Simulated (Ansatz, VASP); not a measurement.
## Two plane-wave programs on NaCl

File INCAR:

```
PREC = Accurate
ENCUT = 520
EDIFF = 1E-7
ISMEAR = 0
SIGMA = 0.012
LREAL = False
LASPH = True
NELM = 60
ALGO = Normal
ISIF = 2
LWAVE = False
LCHARG = True
GGA = PE
LELF = True
LVHAR = True
NBANDS = 14
```

File KPOINTS:

```
Automatic mesh
0
Gamma
  8 8 8
```

POSCAR

```
NaCl
1.0
    0.0000000000      2.7940632177      2.7940632177
    2.7940632177      0.0000000000      2.7940632177
    2.7940632177      2.7940632177      0.0000000000
Cl Na
1 1
Direct
    0.5000000000      0.5000000000      0.5000000000
    0.0000000000      0.0000000000      0.0000000000
```

input.yaml

```yaml
crystal:
  lattice:
    - [0.0, 2.7940632177, 2.7940632177]
    - [2.7940632177, 0.0, 2.7940632177]
    - [2.7940632177, 2.7940632177, 0.0]
  atoms:
    - { symbol: Cl, position: [0.5, 0.5, 0.5] }
    - { symbol: Na, position: [0.0, 0.0, 0.0] }
hamiltonian:
  xc: pbe
  pseudopotentials: { kind: paw }
kpoints:
  mp_grid: { grid: [8, 8, 8] }
scf:
  occupations: { method: gaussian, width: 0.012 }
output:
  forces: true
  stress: true
  eigenvalues: true
```

Alike in both runs: task single point; functional PBE; k mesh 8 × 8 × 8; occupations gaussian, width 0.012 eV; no spin polarisation.

|  | VASP | Ansatz |
| --- | --- | --- |
| version | VASP 6.6.1 | Ansatz 0.2.0 |
| potentials or method | VASP PAW PBE potentials, release 64 (Cl, Na_pv) | Ansatz PAW |
| plane-wave cutoff (eV) | 520 | 420 |
| valence electrons in the cell | 14 | 16 |

```csv
,VASP,Ansatz,Ansatz less VASP
gap on the k mesh at the Fermi level (eV),5.22,5.22,0.000
least direct gap on the mesh (eV),5.22,5.22,0.000
pressure (GPa),1.5,1.5,+0.03
```

VASP's potentials hold 14 valence electrons a cell and Ansatz's 16, so a difference there can come from the potentials and not from the codes.
